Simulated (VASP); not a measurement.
Set up this calculation in VASP 6.6.1, as the native input.

```
Task                   : single point
Functional             : PBE
Potentials or basis    : VASP PAW PBE potentials, release 64 (Ir)
Cutoff                 : 520 eV
k mesh                 : 18 × 18 × 10
Occupations            : gaussian, width 0.15 eV
Spin                   : no spin polarisation
Dipole correction      : no
Further INCAR settings : ALGO = Normal; EDIFF = 1e-06; NBANDS = 16
```

The structure of Ir lies in POSCAR:

```
Ir
1.0
    2.6837000000      0.0000000000      0.0000000000
   -1.3418500000      2.3241523762      0.0000000000
    0.0000000000      0.0000000000      4.5272000000
Ir
2
Direct
    0.6666666667      0.3333333333      0.7500000000
    0.3333333333      0.6666666667      0.2500000000
```

The input as run:

INCAR

```
  PREC = Accurate
  ENCUT = 520
  EDIFF = 1E-6
  ISMEAR = 0
  SIGMA = 0.15
  LREAL = False
  LASPH = True
  NELM = 60
  ALGO = Normal
  ISIF = 2
  LWAVE = False
  LCHARG = True
  GGA = PE
  LELF = True
  LVHAR = True
  NBANDS = 16
```

KPOINTS

```
regular mesh
0
Gamma
  18 18 10
```

Potentials or basis: VASP PAW PBE potentials, release 64 (Ir).

Run with:

```bash
$ cat potpaw_PBE.64/Ir/POTCAR > POTCAR
$ mpirun -np 1 vasp_std > vasp.out
```

It gave:

The pressure is 12.8 GPa. The band gap on the k mesh is zero (band 9 reaches 11.74 eV, above the bottom of band 10 at 8.16 eV).

Caveat: spin-orbit coupling is left out, which moves the levels of the heavy elements.

Run time: 48 s on 1 thread of Intel(R) Xeon(R) Platinum 8488C (Sapphire Rapids) (shared host), peak memory 0.2 GiB.
